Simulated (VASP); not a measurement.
Wanted: the native input for a VASP 6.6.1 run.

* Task: relaxation of cell and atoms
* Functional: BLYP
* Potentials or basis: VASP PAW PBE potentials, release 64 (Zn)
* Cutoff: 600 eV
* k mesh: 11 × 11 × 6
* Occupations: fermi-dirac, width 0.05 eV
* Spin: no spin polarisation
* Dipole correction: no
* Further INCAR settings: ALGO = Normal; EDIFF = 1e-06; IBRION = 2; EDIFFG = -0.01; NSW = 60; ISIF = 3

The structure of Zn lies in POSCAR:

```
Zn
1.0
    2.6700000000      0.0000000000      0.0000000000
   -1.3350000000      2.3122878281      0.0000000000
    0.0000000000      0.0000000000      4.9660000000
Zn
2
Direct
    0.6666666667      0.3333333333      0.7500000000
    0.3333333333      0.6666666667      0.2500000000
```

One way to write it, as run:

INCAR

```
SYSTEM = Zn
AGGAC = 1.0
AGGAX = 1.0
ALDAC = 0.0
ALDAX = 1.0
ALGO = Normal
EDIFF = 1E-6
EDIFFG = -0.01
ENCUT = 600
GGA = B5
IBRION = 2
ISIF = 3
ISMEAR = -1
LASPH = .True.
LCHARG = .False.
LREAL = .False.
LWAVE = .False.
NELM = 60
NSW = 60
PREC = Accurate
SIGMA = 0.05
```

KPOINTS

```
k-points
0
Gamma
  11 11 6
  0 0 0
```

Potentials or basis: VASP PAW PBE potentials, release 64 (Zn).

Run with:

```console
$ cat potpaw_PBE.64/Zn/POTCAR > POTCAR
$ mpirun -np 1 vasp_std > vasp.out
```

Results of the run:

| Item | Value |
| --- | --- |
| Relaxed volume | 18.39 Å³/atom |
| Relaxed cell | a = 2.627 Å, b = 2.627 Å, c = 6.155 Å, α = 90.00°, β = 90.00°, γ = 120.00° |
| Space group after relaxing (to 0.1 Å) | P6_3/mmc (No. 194) |
| Energy gained by relaxing | 70.6 meV/atom |
| Ionic steps | 24 |
| Pressure after relaxing | 0.0 GPa |
| Band gap on the k mesh | zero (bands 12 and 13 overlap by 4.34 eV) |

Caveat: the volume moved by over 15 % at a fixed basis, so the end points are rough; the PAW data sets were made with another functional, which shifts forces and pressure a little.

It took 4.6 min on 1 thread of Intel(R) Xeon(R) 6975P-C (Granite Rapids) (shared host), peak memory 0.17 GiB.
